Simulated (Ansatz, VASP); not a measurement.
**K in VASP and in Ansatz**

File INCAR:

```
PREC = Accurate
ENCUT = 520
EDIFF = 1E-7
ISMEAR = 0
SIGMA = 0.15
LREAL = False
LASPH = True
NELM = 100
ALGO = Fast
ISIF = 2
LWAVE = False
LCHARG = False
GGA = PE
NBANDS = 10
```

File KPOINTS:

```
Automatic mesh
0
Gamma
  14 14 14
```

File POSCAR:

```
K
1.0
   -2.4216500000      2.4216500000      2.6180000000
    2.4216500000     -2.4216500000      2.6180000000
    2.4216500000      2.4216500000     -2.6180000000
K
1
Direct
    0.0000000000      0.0000000000      0.0000000000
```

Input for Ansatz:

```yaml
crystal:
  lattice:
    - [-2.42165, 2.42165, 2.618]
    - [2.42165, -2.42165, 2.618]
    - [2.42165, 2.42165, -2.618]
  atoms:
    - { symbol: K, position: [0.0, 0.0, 0.0] }
basis:
  ecutwfc: 420
kpoints:
  mp_grid: { grid: [14, 14, 14] }
hamiltonian:
  xc: pbe
scf:
  occupations: { method: gaussian, width: 0.15 }
output:
  forces: true
  stress: true
  eigenvalues: true
```

Change from the starting cell: strain -0.0750 x Voigt [1, 1, 0, 0, 0, 0], atoms carried along.

Alike in both runs: task single point; functional PBE; k mesh 14 × 14 × 14; occupations gaussian, width 0.15 eV; no spin polarisation.

|  | VASP | Ansatz |
| --- | --- | --- |
| version | VASP 6.6.1 | Ansatz 0.2.0 |
| potentials or method | VASP PAW PBE potentials, release 64 (K_sv), cutoff 520 eV | scalar-relativistic, plane waves, PAW |
| valence electrons in the cell | 9 | 9 |

|  | VASP | Ansatz | Ansatz less VASP |
| --- | --- | --- | --- |
| gap on the k mesh at the Fermi level (eV) | none | none | - |
| pressure (GPa) | 0.9 | 0.9 | +0.01 |

A gap of «none» marks a metal or a gap that the smearing closes. With one functional, cell and mesh, what is left measures potentials, basis and numerics.
